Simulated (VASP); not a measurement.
# Li12Cd4H (a cell with a defect) in VASP: notebook

Li12Cd4H (a cell with a defect) is run at these levels: LDA; tasks: single point.

Everything below comes from runs of VASP 6.6.1. Logs are shortened: lines on timing, memory, paths and dates and some standing lists are left out, and cuts for length are marked.

**1. The cell of the first run**

The cell holds a defect, 17 atoms: a = 6.612 Å, b = 6.612 Å, c = 6.612 Å, α = 90.00°, β = 90.00°, γ = 90.00°.

**2. Single point, LDA**

File INCAR:

```
SYSTEM = Li12Cd4H
ALGO     = Normal         ! electronic algorithm
EDIFF    = 1E-6           ! SCF threshold, eV
ENCUT    = 520            ! plane-wave cutoff, eV
ISIF     = 2              ! what is computed and relaxed
ISMEAR   = 0              ! smearing method
LASPH    = .True.         ! aspherical terms in the spheres
LCHARG   = .False.        ! write CHGCAR
LREAL    = Auto         
LWAVE    = .False.        ! write WAVECAR
NBANDS   = 56             ! bands
NELM     = 100            ! most SCF steps
PREC     = Accurate       ! precision mode
SIGMA    = 0.15           ! smearing width, eV
```

File KPOINTS:

```
k-points
0
Gamma
  3 3 3
  0 0 0
```

File POSCAR:

```
Li12Cd4H
1.0
    6.6123880000      0.0000000000      0.0000000000
    0.0000000000      6.6123880000      0.0000000000
    0.0000000000      0.0000000000      6.6123880000
Li Cd H
12 4 1
Direct
    0.2413993250      0.2559573032      0.2513975284
    0.7465024738      0.7503470758      0.7537488726
    0.4996077060      0.4991413087      0.5022798118
    0.7520818500      0.7470630883      0.2525066587
    0.2587965195      0.2434417037      0.7511159357
    0.0010580141     -0.0008482563      0.5005916168
    0.7469127643      0.2483565695      0.7538845270
    0.2418421303      0.7428156061      0.2515608582
   -0.0026773988      0.4998841568     -0.0058298152
    0.2591502495      0.7552374422      0.7509978241
    0.7524708169      0.2517851342      0.2524585672
    0.5131660453     -0.0006667788      0.0242464598
    0.0045177325     -0.0010630048     -0.0022477507
    0.5006391035      0.4992104214      0.0043680135
    0.4942755930     -0.0005175135      0.5001412500
   -0.0050491592      0.4994617678      0.5057948808
    0.6672666516     -0.0006481773      0.2572515406
```

Potentials or basis: VASP PAW LDA potentials, release 64 (Li_sv, Cd, H).

Command:

```
$ cat potpaw_LDA.64/Li_sv/POTCAR potpaw_LDA.64/Cd/POTCAR potpaw_LDA.64/H/POTCAR > POTCAR
$ mpirun -np 1 vasp_std > vasp.out
```

OUTCAR:

```text
SYSTEM = Li12Cd4H
   EDIFF = 1E-6
   ENCUT = 520
   ISIF = 2
   ISMEAR = 0
   LASPH = .True.
   LREAL = Auto
   NELM = 100
   PREC = Accurate

 ion  position               nearest neighbor table
   1  0.241  0.256  0.251-  16 2.84  13 2.86  14 2.86  15 2.89
   2  0.747  0.750  0.754-  16 2.85  14 2.85  13 2.87  15 2.88
   3  0.500  0.499  0.502-
   4  0.752  0.747  0.253-  16 2.84  14 2.85  15 2.89  13 2.90
   5  0.259  0.243  0.751-  15 2.79  13 2.85  14 2.87  16 2.92
   6  0.001  0.999  0.501-
   7  0.747  0.248  0.754-  16 2.85  14 2.85  13 2.87  15 2.88
   8  0.242  0.743  0.252-  16 2.84  13 2.85  14 2.86  15 2.89
   9  0.997  0.500  0.994-
  10  0.259  0.755  0.751-  15 2.79  13 2.84  14 2.87  16 2.92
  11  0.752  0.252  0.252-  16 2.84  14 2.85  15 2.89  13 2.90
  12  0.513  0.999  0.024-  15 3.15
  13  0.005  0.999  0.998-  10 2.84   5 2.85   8 2.85   1 2.86   2 2.87   7 2.87   4 2.90  11 2.90

  14  0.501  0.499  0.004-  11 2.85   4 2.85   7 2.85   2 2.85   1 2.86   8 2.86   5 2.87  10 2.87

  15  0.494  0.999  0.500-  17 1.97  10 2.79   5 2.79   2 2.88   7 2.88   8 2.89   4 2.89   1 2.89
                            11 2.89  12 3.15
  16  0.995  0.499  0.506-  11 2.84   4 2.84   1 2.84   8 2.84   7 2.85   2 2.85   5 2.92  10 2.92

  17  0.667  0.999  0.257-  15 1.97

  LATTYP: Found a simple cubic cell.
 ALAT       =     6.6123880000

  Lattice vectors:

 A1 = (   6.6123880000,   0.0000000000,   0.0000000000)
 A2 = (   0.0000000000,   6.6123880000,   0.0000000000)
 A3 = (   0.0000000000,   0.0000000000,   6.6123880000)

Analysis of symmetry for initial positions (statically):
=====================================================================
 Subroutine PRICEL returns:
 Original cell was already a primitive cell.

 Routine SETGRP: Setting up the symmetry group for a
 simple cubic supercell.

 Subroutine GETGRP returns: Found  1 space group operations
 (whereof  1 operations were pure point group operations)
 out of a pool of 48 trial point group operations.

The static configuration has the point symmetry C_1 .

Analysis of symmetry for dynamics (positions and initial velocities):
=====================================================================
 Subroutine PRICEL returns:
 Original cell was already a primitive cell.

 Routine SETGRP: Setting up the symmetry group for a
 simple cubic supercell.

 Subroutine GETGRP returns: Found  1 space group operations
 (whereof  1 operations were pure point group operations)
 out of a pool of 48 trial point group operations.

The dynamic configuration has the point symmetry C_1 .

 Subroutine INISYM returns: Found  1 space group operations
 (whereof  1 operations are pure point group operations),
 and found     1 'primitive' translations

----------------------------------------------------------------------------------------

                                     Primitive cell

  volume of cell :     289.1179

  direct lattice vectors                    reciprocal lattice vectors
     6.612388000  0.000000000  0.000000000     0.151231295  0.000000000  0.000000000
     0.000000000  6.612388000  0.000000000     0.000000000  0.151231295  0.000000000
     0.000000000  0.000000000  6.612388000     0.000000000  0.000000000  0.151231295

  length of vectors
     6.612388000  6.612388000  6.612388000     0.151231295  0.151231295  0.151231295

  position of ions in fractional coordinates (direct lattice)
     0.241399325  0.255957303  0.251397528
     0.746502474  0.750347076  0.753748873
     0.499607706  0.499141309  0.502279812
     0.752081850  0.747063088  0.252506659
     0.258796520  0.243441704  0.751115936
     0.001058014  0.999151744  0.500591617
[... 9 lines left out ...]
     0.994950841  0.499461768  0.505794881
     0.667266652  0.999351823  0.257251541

  ion indices of the primitive-cell ions
   primitive index   ion index
                 1           1
                 2           2
                 3           3
                 4           4
                 5           5
                 6           6
[... 47 lines left out ...]
  Thomas-Fermi vector in A             =   2.224754
   LORBIT       =      0    0 simple, 1 ext, 2 COOP (PROOUT), +10 PAW based schemes
   GGA     = CA    functional components
   LHFCALC =     F    Hartree Fock is set to
   AEXX    =    0.0000 exact exchange contribution
   IVDW    =     0    specifies the selected vdW correction
   LEPSILON=     F    determine dielectric tensor
   LRPA    =     F    only Hartree local field effects (RPA)
 non-spin polarized calculation
 Gauss-broadening in eV      SIGMA  =   0.15
  energy-cutoff  :      520.00
  volume of cell :      289.12
 maximum number of plane-waves:      7809
 NGX is ok and might be reduce to    50
   NGX = 25   NGY = 25   NGZ = 25

 number of electron      84.9999975 magnetization

 Free energy of the ion-electron system (eV)
  ---------------------------------------------------
  ext. energy  EPLUGINS =         0.00000000
  ---------------------------------------------------
  free energy    TOTEN  =       -37.44076003 eV

  energy without entropy =      -37.37338566  energy(sigma->0) =      -37.40707285

 E-fermi :   1.4891     XC(G=0):  -8.8021

 val. band max:        1.4653530084   @ k =   0.0000   0.0000   0.3333
 cond. band min:       1.4930444531   @ k =   0.0000   0.3333   0.0000
 fundamental gap:      0.0276914447
 Fermi energy:         1.4891299349

 k-point     1 :       0.0000    0.0000    0.0000
  band No.  band energies     occupation
      1     -44.1422      2.00000
      2     -44.0561      2.00000
      3     -43.9944      2.00000
      4     -43.9788      2.00000
      5     -43.7795      2.00000
      6     -43.7767      2.00000
[... 46 lines left out ...]
     53       5.4030      0.00000
     54       5.4446      0.00000

 k-point     2 :       0.3333    0.0000    0.0000
  band No.  band energies     occupation
      1     -44.1422      2.00000
      2     -44.0561      2.00000
      3     -43.9944      2.00000
      4     -43.9788      2.00000
      5     -43.7795      2.00000
      6     -43.7767      2.00000
[... 676 lines left out ...]
 k-point    14 :       0.3333   -0.3333    0.3333
  band No.  band energies     occupation
      1     -44.1421      2.00000
      2     -44.0561      2.00000
      3     -43.9943      2.00000
      4     -43.9788      2.00000
      5     -43.7789      2.00000
      6     -43.7772      2.00000
[... 46 lines left out ...]
     53       5.0182      0.00000
     54       5.8481      0.00000
 [bands above 54 left out]

------------------------ aborting loop because EDIFF is reached ----------------------------------------

  FORCE on cell =-STRESS in cart. coord.  units (eV):
  Direction    XX          YY          ZZ          XY          YZ          ZX
  --------------------------------------------------------------------------------------
  -------------------------------------------------------------------------------------
  Total       -3.6671767     -3.0880665     -3.3697424     -0.0051209      0.0015242     -0.3991991
  in kB      -20.3220462    -17.1128459    -18.6737827     -0.0283779      0.0084465     -2.2122041
  external PRESSURE =     -18.7028916 kB  Pullay stress =       0.0000000 kB

 VOLUME and BASIS-vectors are now :
 -----------------------------------------------------------------------------
  energy-cutoff  :      520.00
  volume of cell :      289.12
      direct lattice vectors                 reciprocal lattice vectors
     6.612388000  0.000000000  0.000000000     0.151231295  0.000000000  0.000000000
     0.000000000  6.612388000  0.000000000     0.000000000  0.151231295  0.000000000
     0.000000000  0.000000000  6.612388000     0.000000000  0.000000000  0.151231295

 POSITION                                       TOTAL-FORCE (eV/Angst)
 -----------------------------------------------------------------------------------
      1.59623      1.69249      1.66234        -0.000384     -0.000826      0.000285
      4.93616      4.96159      4.98408        -0.000044      0.002440      0.001661
      3.30360      3.30052      3.32127         0.003727      0.000732     -0.005031
      4.97306      4.93987      1.66967         0.003170     -0.009417      0.000773
      1.71126      1.60973      4.96667        -0.000167     -0.000836      0.000101
      0.00700      6.60678      3.31011         0.000877      0.001822      0.001465
[... 9 lines left out ...]
      6.57900      3.30263      3.34451        -0.000909      0.000404      0.001570
      4.41223      6.60810      1.70105         0.013325      0.003123     -0.015064
 -----------------------------------------------------------------------------------
    total drift:                               -0.000733      0.000412      0.002434

  FREE ENERGIE OF THE ION-ELECTRON SYSTEM (eV)
  ---------------------------------------------------
  free  energy   TOTEN  =       -37.4407600323 eV

  energy  without entropy=      -37.3733856582  energy(sigma->0) =      -37.40707285
```

Wall time 9.5 min (1 thread of Oxide Virtual Turin-like, shared host); peak memory 0.32 GiB.

What came out:

```
Free energy   : -37.4408 eV
Largest force : 0.023 eV/Å
```

Forces on the atoms (eV/Å):
```
Li   0.000 -0.001  0.000
Li   0.000  0.002  0.002
Li   0.004  0.001 -0.005
Li   0.003 -0.009  0.001
Li   0.000 -0.001  0.000
Li   0.001  0.002  0.001
Li  -0.001 -0.003  0.001
Li  -0.003 -0.002  0.000
Li   0.002 -0.002  0.001
Li  -0.002  0.000  0.000
Li   0.001  0.001 -0.001
Li  -0.003  0.003 -0.006
Cd   0.001  0.002 -0.001
Cd  -0.002  0.001  0.002
Cd  -0.013  0.001  0.018
Cd  -0.001  0.000  0.002
H    0.013  0.003 -0.015
```

Caveat: the cutoff is under 1.25 times the usual one of these potentials, so pressure, stress and relaxed cells hold a basis-set (Pulay) error.

**3. Single point, LDA**

File INCAR:

```
SYSTEM = Li12Cd4H
PREC     = Accurate       ! precision mode
ENCUT    = 520            ! plane-wave cutoff, eV
EDIFF    = 1E-6           ! SCF threshold, eV
ISMEAR   = 0              ! smearing method
SIGMA    = 0.15           ! smearing width, eV
LREAL    = Auto         
LASPH    = .TRUE.         ! aspherical terms in the spheres
NELM     = 60             ! most SCF steps
ALGO     = Normal         ! electronic algorithm
ISIF     = 2              ! what is computed and relaxed
LWAVE    = .FALSE.        ! write WAVECAR
LCHARG   = .FALSE.        ! write CHGCAR
GGA      = CA             ! functional
NBANDS   = 56             ! bands
```

File KPOINTS:

```
regular mesh
0
G
  3 3 3
  0 0 0
```

File POSCAR:

```
Li12Cd4H
1.0
    6.6123880000      0.0000000000      0.0000000000
    0.0000000000      6.6123880000      0.0000000000
    0.0000000000      0.0000000000      6.6123880000
Li Cd H
12 4 1
Direct
    0.2462482540      0.2488698485      0.2548823511
    0.7485401643      0.7431241179      0.7595566080
    0.4986228878      0.4991276979      0.5017695574
    0.7482147146      0.7447999119      0.2483774394
    0.2498791662      0.2422014558      0.7419709793
   -0.0271649214     -0.0003231813      0.4860464933
    0.7487819832      0.2561153399      0.7599691670
    0.2464117351      0.7502843148      0.2552679909
    0.0079272420      0.4999741394      0.0021092229
    0.2499268041      0.7567978467      0.7417411078
    0.7483809178      0.2544551227      0.2479610997
    0.5016750378     -0.0005864750      0.0033431190
    0.0024079047     -0.0007048891     -0.0024910819
    0.4937854524      0.4996982936      0.0058621787
    0.5021688080     -0.0000881678      0.5054396384
   -0.0040534524      0.4994967023      0.5014551475
    0.7420180123     -0.0003626526      0.3253875907
```

Potentials or basis: VASP PAW LDA potentials, release 64 (Li_sv, Cd, H).

Command:

```
$ cat potpaw_LDA.64/Li_sv/POTCAR potpaw_LDA.64/Cd/POTCAR potpaw_LDA.64/H/POTCAR > POTCAR
$ mpirun -np 1 vasp_std > vasp.out
```

Run time: 8.4 min. Hardware: 1 thread of Oxide Virtual Turin-like, shared host; peak memory 0.32 GiB.

The run converged. Its results:

* Free energy: -37.4411 eV
* Largest force: 0.020 eV/Å

Forces in eV/Å, atoms in the order of the input:
```
Li   0.002 -0.002  0.000
Li  -0.001 -0.001  0.002
Li   0.000  0.003 -0.002
Li   0.001 -0.009 -0.004
Li  -0.002  0.000  0.000
Li   0.015  0.001  0.008
Li  -0.002  0.000  0.001
Li   0.001  0.001 -0.001
Li  -0.005 -0.001  0.000
Li   0.000  0.002 -0.002
Li   0.000  0.006 -0.002
Li   0.002  0.001  0.005
Cd   0.000  0.001  0.000
Cd   0.000 -0.001  0.000
Cd  -0.017 -0.001  0.011
Cd  -0.002  0.000  0.000
H    0.009  0.001 -0.017
```

Levels at points of the mesh, in eV from the Fermi level:
| k point | band 39 | band 40 | band 41 | band 42 | band 43 | band 44 | band 45 | band 46 | band 47 | band 48 |
| --- | --- | --- | --- | --- | --- | --- | --- | --- | --- | --- |
| (0.00, 0.00, 0.00) | -1.70 | -1.05 | -0.38 | -0.37 | -0.35 | -0.34 | -0.33 | 1.81 | 2.25 | 2.28 |

Caveat: the cutoff is under 1.25 times the usual one of these potentials, so pressure, stress and relaxed cells hold a basis-set (Pulay) error.

**4. Single point, LDA**

File INCAR:

```
PREC = Accurate
ENCUT = 520
EDIFF = 1E-7
ISMEAR = 0
SIGMA = 0.15
LREAL = Auto
LASPH = True
NELM = 80
ALGO = Normal
ISIF = 2
LWAVE = False
LCHARG = False
NBANDS = 56
```

File KPOINTS:

```
Automatic mesh
0
Gamma
  3 3 3
```

File POSCAR:

```
Li12Cd4H
1.0
    6.6123880000      0.0000000000      0.0000000000
    0.0000000000      6.6123880000      0.0000000000
    0.0000000000      0.0000000000      6.6123880000
Li Cd H
12 4 1
Direct
    0.2479028756      0.2492076992      0.2476138726
    0.7497835880      0.7458981536      0.7527384963
    0.4989132519      0.4995101618      0.4942634945
    0.7491072817      0.7622562378      0.2521358396
    0.2495786696      0.2529765343      0.7440495022
   -0.0021645735     -0.0002130849      0.4944502652
    0.7497913008      0.2535869039      0.7530707514
    0.2478921382      0.7501663544      0.2478402659
   -0.0039533373      0.4998685800      0.0078321175
    0.2495435840      0.7463397490      0.7438733178
    0.7491582466      0.2371132789      0.2519213936
    0.4925264519     -0.0004648850     -0.0120891273
    0.0055202447     -0.0004151299     -0.0107154934
    0.5024600795      0.4998318308      0.0070269621
    0.4861966660     -0.0001943322      0.5079178657
   -0.0025387197      0.4995881972      0.4949639979
    0.7499582602     -0.0002158071      0.3789458513
```

Command:

```
$ cat potpaw_LDA.64/Li_sv/POTCAR potpaw_LDA.64/Cd/POTCAR potpaw_LDA.64/H/POTCAR > POTCAR
$ mpirun -np 1 vasp_std > vasp.out
```

It took 8.8 min on 1 thread of Oxide Virtual Turin-like, shared host; peak memory 0.32 GiB.

It converged, with:

```
Free energy   : -37.4445 eV
Largest force : 0.028 eV/Å
```

Forces in eV/Å, atoms in the order of the input:
```
Li   0.000 -0.002 -0.002
Li   0.000 -0.002 -0.002
Li   0.000  0.001 -0.001
Li   0.000  0.008  0.001
Li  -0.002  0.002  0.000
Li   0.014  0.001  0.009
Li  -0.002  0.000 -0.004
Li  -0.001  0.002 -0.003
Li   0.000  0.000 -0.001
Li  -0.001 -0.002  0.000
Li   0.001 -0.005  0.000
Li  -0.002  0.000 -0.008
Cd   0.000 -0.001 -0.003
Cd   0.001  0.000  0.001
Cd  -0.025 -0.001  0.013
Cd  -0.002  0.001 -0.003
H    0.020 -0.002  0.005
```

Levels at points of the mesh, in eV from the Fermi level:
| k point | band 39 | band 40 | band 41 | band 42 | band 43 | band 44 | band 45 | band 46 | band 47 | band 48 |
| --- | --- | --- | --- | --- | --- | --- | --- | --- | --- | --- |
| (0.00, 0.00, 0.00) | -1.70 | -1.06 | -0.36 | -0.34 | -0.34 | -0.32 | -0.32 | 1.57 | 2.29 | 2.32 |

Caveat: the cutoff is under 1.25 times the usual one of these potentials, so pressure, stress and relaxed cells hold a basis-set (Pulay) error.

**5. Single point, LDA**

File INCAR:

```
SYSTEM = Li12Cd4H
PREC = Accurate
ENCUT = 520
EDIFF = 1E-6
ISMEAR = 0
SIGMA = 0.15
LREAL = Auto
LASPH = .True.
NELM = 60
ALGO = Normal
ISIF = 2
LWAVE = .False.
LCHARG = .True.
LELF = .True.
LVHAR = .True.
NBANDS = 56
```

File KPOINTS:

```
regular mesh
0
Gamma
  3 3 3
  0 0 0
```

File POSCAR:

```
Li12Cd4H
1.0
    6.6123880000      0.0000000000      0.0000000000
    0.0000000000      6.6123880000      0.0000000000
    0.0000000000      0.0000000000      6.6123880000
Li Cd H
12 4 1
Direct
    0.2486864050      0.2526592511      0.2401667900
    0.7514082658      0.7562556825      0.7368041621
    0.4966234589      0.4998092973      0.4901755614
    0.7515927680      0.7744175024      0.2613620072
    0.2493643749      0.2590342551      0.7485846263
    0.0225497959     -0.0001137259      0.4967480735
    0.7513406654      0.2435508927      0.7369997042
    0.2486213755      0.7469744667      0.2401867525
   -0.0182749409      0.4997187098      0.0066941020
    0.2493007065      0.7405630160      0.7486076135
    0.7515504232      0.2251743243      0.2613892288
    0.4917557772     -0.0002079430     -0.0134610976
    0.0049417850     -0.0001037447     -0.0123489426
    0.5125523487      0.4998522470      0.0037308760
    0.4688198878     -0.0001840485      0.5028336208
    0.0004615579      0.4997692210      0.4912880188
    0.7542864998     -0.0003671896      0.4332694936
```

Command:

```
$ cat potpaw_LDA.64/Li_sv/POTCAR potpaw_LDA.64/Cd/POTCAR potpaw_LDA.64/H/POTCAR > POTCAR
$ mpirun -np 1 vasp_std > vasp.out
```

Run time: 7.7 min. Hardware: 1 thread of Oxide Virtual Turin-like, shared host; peak memory 0.32 GiB.

The run converged. Its results:

```yaml
Free_energy: -37.4657 eV
Largest_force: 0.051 eV/Å
```

Forces on the atoms (eV/Å):
```
Li   0.000  0.005 -0.006
Li   0.000  0.010 -0.013
Li  -0.002  0.000 -0.003
Li   0.001  0.009  0.006
Li  -0.002  0.002  0.000
Li   0.021  0.000  0.002
Li  -0.001 -0.010 -0.013
Li   0.000 -0.003 -0.007
Li  -0.011  0.001 -0.003
Li  -0.003 -0.003  0.000
Li   0.002 -0.010  0.006
Li   0.001 -0.001 -0.002
Cd  -0.003 -0.001 -0.001
Cd   0.008  0.000 -0.004
Cd  -0.040  0.000  0.002
Cd   0.000  0.000 -0.003
H    0.030  0.001  0.041
```

Levels at points of the mesh, in eV from the Fermi level:
| k point | band 41 | band 42 | band 43 | band 44 | band 45 | band 46 |
| --- | --- | --- | --- | --- | --- | --- |
| (0.00, 0.00, 0.00) | -0.36 | -0.34 | -0.31 | -0.30 | -0.29 | 1.41 |

Caveat: the cutoff is under 1.25 times the usual one of these potentials, so pressure, stress and relaxed cells hold a basis-set (Pulay) error.
